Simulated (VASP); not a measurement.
# Cu (P3_121) in VASP: relaxation of cell and atoms with r2SCAN

Aim: the relaxation of cell and atoms of Cu with r2SCAN.

All numbers are computed with VASP 6.6.1; they aren't measurements. Logs are shortened: lines on timing, memory, paths and dates and some standing lists are left out, and cuts for length are marked.

### 1 The cell of the first run

The structure is trigonal, space group P3_121 (No. 152). Conventional cell: a = 3.291 Å, b = 3.291 Å, c = 3.734 Å, α = 90.00°, β = 90.00°, γ = 120.00°. Cu (site symmetry 2) has 2 Cu at 1.79 Å within 2.4 Å.

### 2 Relaxation of cell and atoms, r2SCAN

POSCAR

```
Cu
1.0
    3.2911649418      0.0000000000      0.0000000000
   -1.6455824709      2.8502324477      0.0000000000
    0.0000000000      0.0000000000      3.7339367978
Cu
3
Direct
    0.2254000000      0.0000000000      0.3333333333
    0.0000000000      0.2254000000      0.6666666667
    0.7746000000      0.7746000000      0.0000000000
```

INCAR.step1

```
SYSTEM = Cu
PREC = Accurate
ENCUT = 600
ISMEAR = 0
SIGMA = 0.1
LREAL = .False.
LASPH = .True.
NELM = 80
GGA = PE
ALGO = Normal
EDIFF = 1E-4
LWAVE = .True.
LCHARG = .False.
```

INCAR.step2

```
SYSTEM = Cu
PREC = Accurate
ENCUT = 600
EDIFF = 1E-6
ISMEAR = 0
SIGMA = 0.1
LREAL = .False.
LASPH = .True.
NELM = 80
ALGO = Normal
ISIF = 3
LWAVE = .False.
LCHARG = .False.
METAGGA = R2SCAN
LMIXTAU = .True.
IBRION = 2
NSW = 90
EDIFFG = -0.04
ISTART = 1
```

KPOINTS

```
Automatic mesh
0
Gamma
  6 6 6
  0 0 0
```

Potentials or basis: VASP PAW PBE potentials, release 64 (Cu).

Started as:

```console
cat potpaw_PBE.64/Cu/POTCAR > POTCAR
cp INCAR.step1 INCAR
mpirun -np 1 vasp_std > vasp.out
cp INCAR.step2 INCAR
mpirun -np 1 vasp_std > vasp.out
```

OUTCAR:

```text
SYSTEM = Cu
   PREC = Accurate
   ENCUT = 600
   EDIFF = 1E-6
   ISMEAR = 0
   LREAL = .False.
   LASPH = .True.
   NELM = 80
   ISIF = 3
   METAGGA = R2SCAN
   IBRION = 2
   NSW = 90
   EDIFFG = -0.04
   ISTART = 1

 ion  position               nearest neighbor table
   1  0.225  0.000  0.333-   3 1.79   2 1.79   3 2.59   3 2.59   2 2.59   2 2.59
   2  0.000  0.225  0.667-   3 1.79   1 1.79   3 2.59   3 2.59   1 2.59   1 2.59
   3  0.775  0.775  0.000-   1 1.79   2 1.79   1 2.59   2 2.59   2 2.59   1 2.59

  LATTYP: Found a hexagonal cell.
 ALAT       =     3.2911649418
 C/A-ratio  =     1.1345334749

  Lattice vectors:

 A1 = (   3.2911649418,   0.0000000000,   0.0000000000)
 A2 = (  -1.6455824709,   2.8502324477,   0.0000000000)
 A3 = (   0.0000000000,   0.0000000000,   3.7339367978)

Analysis of symmetry for initial positions (statically):
=====================================================================
 Subroutine PRICEL returns:
 Original cell was already a primitive cell.

 Routine SETGRP: Setting up the symmetry group for a
 hexagonal supercell.

 Subroutine GETGRP returns: Found  6 space group operations
 (whereof  2 operations were pure point group operations)
 out of a pool of 24 trial point group operations.

The static configuration has the point symmetry C_2 .
 The point group associated with its full space group is D_3 .

Analysis of symmetry for dynamics (positions and initial velocities):
=====================================================================
 Subroutine PRICEL returns:
 Original cell was already a primitive cell.

 Routine SETGRP: Setting up the symmetry group for a
 hexagonal supercell.

 Subroutine GETGRP returns: Found  6 space group operations
 (whereof  2 operations were pure point group operations)
 out of a pool of 24 trial point group operations.

The dynamic configuration has the point symmetry C_2 .
 The point group associated with its full space group is D_3 .

 Subroutine INISYM returns: Found  6 space group operations
 (whereof  2 operations are pure point group operations),
 and found     1 'primitive' translations

----------------------------------------------------------------------------------------

                                     Primitive cell

  volume of cell :      35.0265

  direct lattice vectors                    reciprocal lattice vectors
     3.291164942  0.000000000  0.000000000     0.303843781  0.175424289  0.000000000
    -1.645582471  2.850232448  0.000000000     0.000000000  0.350848578  0.000000000
[... 84 lines left out ...]
   LASPH  =      T    aspherical Exc in radial PAW
   ENCUT  =  600.0 eV  44.10 Ry    6.64 a.u.   6.57  6.57  7.46*2*pi/ulx,y,z
   NELM   =     80;   NELMIN=  2; NELMDL=  0     # of ELM steps
   EDIFF  = 0.1E-05   stopping-criterion for ELM
   LREAL  =      F    real-space projection
   EDIFFG = -.4E-01   stopping-criterion for IOM
   NSW    =     90    number of steps for IOM
   IBRION =      2    ionic relax: 0-MD 1-quasi-New 2-CG
   NFREE  =      1    steps in history (QN), initial steepest desc. (CG)
   ISIF   =      3    stress and relaxation
   ISYM   =      2    0-nonsym 1-usesym 2-fastsym
   POTIM  = 0.5000    time-step for ionic-motion
   TEBEG  =    0.0;   TEEND  =   0.0 temperature during run
   PSTRESS=    0.0 pullay stress
   NELECT =      33.0000    total number of electrons
   NUPDOWN=      -1.0000    fix difference up-down
   EMIN   =  10.00;   EMAX   =-10.00  energy-range for DOS
   EFERMI =   0.00;   METHOD = LEGACY
   ISMEAR =     0;   SIGMA  =   0.10  broadening in eV -4-tet -1-fermi 0-gaus
   EFERMI_NEDOS =   21; number of points for ismear=-14 and -15
   IALGO  =     38    algorithm
   IMIX   =      4    mixing-type and parameters
     AMIX     =   0.40;   BMIX     =  1.00
     AMIX_MAG =   1.60;   BMIX_MAG =  1.00
  volume/ion in A,a.u.               =      11.68        78.79
  Fermi-wavevector in a.u.,A,eV,Ry     =   1.604897  3.032816 35.044452  2.575695
  Thomas-Fermi vector in A             =   2.701329
   LORBIT       =      0    0 simple, 1 ext, 2 COOP (PROOUT), +10 PAW based schemes
   METAGGA = R2SCAN    functional components
   LHFCALC =     F    Hartree Fock is set to
   AEXX    =    0.0000 exact exchange contribution
   IVDW    =     0    specifies the selected vdW correction
   LEPSILON=     F    determine dielectric tensor
   LRPA    =     F    only Hartree local field effects (RPA)
 conjugate gradient relaxation of ions
 non-spin polarized calculation
 Gauss-broadening in eV      SIGMA  =   0.10
  energy-cutoff  :      600.00
  volume of cell :       35.03
 maximum number of plane-waves:      1202
 NGX is ok and might be reduce to    28
   NGX = 13   NGY = 13   NGZ = 15

--------------------------------------- Ionic step        1  -------------------------------------------

 number of electron      33.0000020 magnetization

 Free energy of the ion-electron system (eV)
  ---------------------------------------------------
  ext. energy  EPLUGINS =         0.00000000
  ---------------------------------------------------
  free energy    TOTEN  =       -24.62334237 eV

  energy without entropy =      -24.61192737  energy(sigma->0) =      -24.61763487

------------------------ aborting loop because EDIFF is reached ----------------------------------------

  FORCE on cell =-STRESS in cart. coord.  units (eV):
  Direction    XX          YY          ZZ          XY          YZ          ZX
  --------------------------------------------------------------------------------------
  -------------------------------------------------------------------------------------
  Total       14.4836885     14.4836885     29.2555675      0.0000000     -0.0000000      0.0000000
  in kB      662.5106577    662.5106577   1338.2036748      0.0000000     -0.0000000      0.0000000
  external PRESSURE =     887.7416634 kB  Pullay stress =       0.0000000 kB
[... 1215 lines left out ...]
     19       8.3891      0.00000
     20      10.3712      0.00000

 [... further k-points ...]

[... ionic steps 4 to 41 ...]

--------------------------------------- Ionic step       42  -------------------------------------------

 number of electron      33.0000010 magnetization

------------------------ aborting loop because EDIFF is reached ----------------------------------------
[... 69 lines left out ...]
--------------------------------------- Ionic step       44  -------------------------------------------

 number of electron      33.0000002 magnetization

 Free energy of the ion-electron system (eV)
  ---------------------------------------------------
  ext. energy  EPLUGINS =         0.00000000
  ---------------------------------------------------
  free energy    TOTEN  =       -32.26184148 eV

  energy without entropy =      -32.25073639  energy(sigma->0) =      -32.25628893

 E-fermi :   7.7837     XC(G=0): -13.9167

 val. band max:        7.7258698159   @ k =   0.0000   0.3333   0.1667
 cond. band min:       7.8097508606   @ k =   0.1667   0.1667   0.5000
 fundamental gap:      0.0838810447
 Fermi energy:         7.7837293082
[... 582 lines left out ...]
  FREE ENERGIE OF THE ION-ELECTRON SYSTEM (eV)
  ---------------------------------------------------
  free  energy   TOTEN  =       -32.2618414797 eV

  energy  without entropy=      -32.2507363900  energy(sigma->0) =      -32.25628893

 reached required accuracy - stopping structural energy minimisation
```

OSZICAR.step1:

```text
N       E                     dE             d eps       ncg     rms          rms(c)
DAV:   1     0.250841152185E+03    0.25084E+03   -0.16196E+04  1360   0.329E+03
DAV:   2     0.114013686002E+02   -0.23944E+03   -0.23245E+03  1360   0.425E+02
DAV:   3    -0.443480368514E+01   -0.15836E+02   -0.14838E+02  1472   0.167E+02
DAV:   4    -0.474047470889E+01   -0.30567E+00   -0.30496E+00  1564   0.282E+01
DAV:   5    -0.474746224736E+01   -0.69875E-02   -0.69867E-02  1632   0.430E+00    0.109E+01
DAV:   6    -0.361546816456E+01    0.11320E+01   -0.14245E+01  1452   0.950E+01    0.373E+00
DAV:   7    -0.309500746943E+01    0.52046E+00   -0.27517E+00  1528   0.424E+01    0.153E+00
DAV:   8    -0.303462489819E+01    0.60383E-01   -0.76689E-02  1980   0.324E+00    0.560E-01
DAV:   9    -0.303049003572E+01    0.41349E-02   -0.76040E-03  1816   0.182E+00    0.273E-01
DAV:  10    -0.302887299836E+01    0.16170E-02   -0.34497E-03  2044   0.107E+00    0.494E-02
DAV:  11    -0.302883838886E+01    0.34610E-04   -0.22441E-04  1060   0.277E-01
   1 F= -.30288384E+01 E0= -.30229937E+01  d E =-.116893E-01
```

It took 43 min on 1 thread of AMD EPYC 9R45 (Zen 5), shared host; peak memory 0.16 GiB.

Results:

* Free energy: -32.2618 eV
* Relaxed volume: 11.52 Å³/atom
* Relaxed cell: a = 4.000 Å, b = 4.000 Å, c = 2.494 Å, α = 90.00°, β = 90.00°, γ = 120.00°
* Space group after relaxing (to 0.05 Å): Im-3m (No. 229)
* Energy gained by relaxing: 2546.2 meV/atom
* Ionic steps: 44
* Pressure after relaxing: 0.0 GPa
* Largest force after relaxing: 0.003 eV/Å

Forces on the atoms (eV/Å):
```
Cu   0.003  0.000  0.000
Cu  -0.002  0.003  0.000
Cu  -0.002 -0.003  0.000
```

Step by step:
```
step  energy change (eV)  largest force (eV/Å)  pressure (GPa)  volume (Å³)
   1              0.0000               14.9434           88.77        35.03
   3             -3.4694                0.0856          -14.35        72.68
   5             -5.7757                0.0344          -14.93        49.81
   7             -6.1007                0.5574           -9.44        45.10
   9             -6.1164                0.8623           -6.90        43.89
  11             -6.3080                0.4563            3.28        39.19
  13             -6.3498                0.0878            0.67        39.91
  15             -6.3766                0.0284           -2.66        40.92
  17             -6.4117                0.0813          -12.63        44.34
  19             -6.4105                0.0294           -7.44        42.55
  21             -6.4292                0.0472           -8.31        42.71
  23             -6.5045                0.0876          -11.32        43.23
  25             -6.9972                0.1683          -19.37        42.83
  27             -6.8993                0.1927          -18.97        43.37
  29             -7.0337                0.1767          -18.33        42.33
  31             -7.0636                0.1590          -18.83        42.22
  33             -7.4697                0.3125          -11.37        38.03
  35             -7.5969                0.4420           -1.51        35.04
  37             -7.5980                0.4603            0.47        34.59
  39             -7.6214                0.2452            0.86        34.44
  41             -7.6367                0.0311            0.17        34.55
  43             -7.6378                0.0246           -0.26        34.63
  44             -7.6385                0.0034            0.03        34.57
```

Final structure:
```yaml
crystal:
  lattice:
    - [4.00034, 0.00000, 0.00000]
    - [-2.00017, 3.46439, 0.00000]
    - [0.00000, 0.00000, 2.49444]
  atoms:
    - { symbol: Cu, position: [0.33357, 0.00000, 0.33333] }
    - { symbol: Cu, position: [0.00000, 0.33357, 0.66667] }
    - { symbol: Cu, position: [0.66643, 0.66643, 0.00000] }
```

Caveat: the k points lie up to 0.42 Å⁻¹ apart in the final cell; the PAW data sets were made with another functional, which shifts forces and pressure a little.
